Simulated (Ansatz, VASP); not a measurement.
## One calculation of Os2Ru, two programs

```xyz
6
Lattice="-2.3953 2.3953 4.1758 2.3953 -2.3953 4.1758 2.3953 2.3953 -4.1758" Properties=species:S:1:pos:R:3 pbc="T T T"
Ru    0.0000    0.0000    0.0000
Ru    0.0000    2.3953    2.0879
Os    0.0000    0.0000    2.7834
Os    0.0000    2.3953    4.8713
Os    0.0000    2.3953   -0.6956
Os    0.0000    0.0000    5.5681
```

Alike in both runs: functional PBE; k mesh 6 × 6 × 6; occupations gaussian, width 0.1 eV; no spin polarisation.

Ansatz relaxed the structure, and its values are those at the end. VASP's run is a single point on that final structure, the one shown.

```csv
,VASP,Ansatz
version,VASP 6.6.1,Ansatz 0.2.0
potentials or method,"VASP PAW PBE potentials, release 64 (Ru_pv, Os), cutoff 520 eV","scalar-relativistic, plane waves, PAW"
valence electrons in the cell,60,96
```

```tsv
	VASP	Ansatz	Ansatz less VASP
gap on the k mesh at the Fermi level (eV)	none	none	-
pressure (GPa)	-0.1	-0.1	+0.04
rms of the force components (eV/Å)	0.004	0.009	+0.0045
```

A gap of «none» marks a metal or a gap that the smearing closes. VASP's potentials hold 60 valence electrons a cell and Ansatz's 96, so a difference there can come from the potentials and not from the codes.

Neither program's run includes spin-orbit coupling.
